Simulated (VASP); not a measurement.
Write the native input for VASP 6.6.1 that does the following.

```yaml
Task: single point
Functional: PBEsol
Potentials_or_basis: VASP PAW PBE potentials, release 64 (Ru_pv)
Cutoff: 500 eV
k_mesh: 7 × 7 × 4
Occupations: fermi-dirac, width 0.1 eV
Spin: no spin polarisation
Dipole_correction: no
Further_INCAR_settings: ALGO = Normal; EDIFF = 1e-06; NBANDS = 21
```

The structure of Ru lies in POSCAR:

```
Ru
1.0
    2.7042808955      0.0000000000      0.0000000000
   -1.3521404478      2.3419759545      0.0000000000
    0.0000000000      0.0000000000      4.2251744144
Ru
2
Direct
    0.3333333333      0.6666666667      0.2500000000
    0.6666666667      0.3333333333      0.7500000000
```

The input as run:

INCAR

```
PREC = Accurate
ENCUT = 500
EDIFF = 1E-6
ISMEAR = -1
SIGMA = 0.1
LREAL = False
LASPH = True
NELM = 120
ALGO = Normal
ISIF = 2
LWAVE = False
LCHARG = False
GGA = PS
NBANDS = 21
GGA_COMPAT = False
```

KPOINTS

```
Automatic mesh
0
Gamma
  7 7 4
```

Potentials or basis: VASP PAW PBE potentials, release 64 (Ru_pv).

The run is started by

```sh
$ cat potpaw_PBE.64/Ru_pv/POTCAR > POTCAR
$ mpirun -np 1 vasp_std > vasp.out
```

Results of the run:

The pressure is -0.8 GPa and the band gap on the k mesh is zero (bands 14 and 15 overlap by 2.88 eV).

Caveat: the k points lie up to 0.38 Å⁻¹ apart, too coarse for converged energies and pressures of a metal; the PAW data sets were made with another functional, which shifts forces and pressure a little.

Run time: 10 s on 1 thread of Intel(R) Xeon(R) Platinum 8488C (Sapphire Rapids), on a shared host, peak memory 0.14 GiB.
